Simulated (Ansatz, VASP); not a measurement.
Two plane-wave programs on KMgF3

```
CELL_PARAMETERS angstrom
4.05464 0.00000 0.00000
0.00000 4.05464 0.00000
0.00000 0.00000 4.05464
ATOMIC_POSITIONS crystal
K 0.50000 0.50000 0.50000
Mg 0.00000 0.00000 0.00000
F 0.50000 0.00000 0.00000
F 0.00000 0.50000 0.00000
F 0.00000 0.00000 0.50000
```

Alike in both runs: functional PBE; k mesh 8 × 8 × 8; occupations fermi-dirac, width 0.02 eV; no spin polarisation.

Ansatz relaxed the structure, and its values are those at the end. VASP's run is a single point on that final structure, the one shown.

```csv
,VASP,Ansatz
version,VASP 6.6.1,Ansatz 0.2.0
potentials or method,"VASP PAW PBE potentials, release 64 (K_sv, Mg, F), cutoff 520 eV",PAW plane waves
valence electrons in the cell,32,40
```

|  | VASP | Ansatz | Ansatz less VASP |
| --- | --- | --- | --- |
| gap on the k mesh at the Fermi level (eV) | 6.93 | 6.96 | +0.030 |
| pressure (GPa) | -0.4 | 0.0 | +0.47 |

VASP's potentials hold 32 valence electrons a cell and Ansatz's 40, so a difference there can come from the potentials and not from the codes.
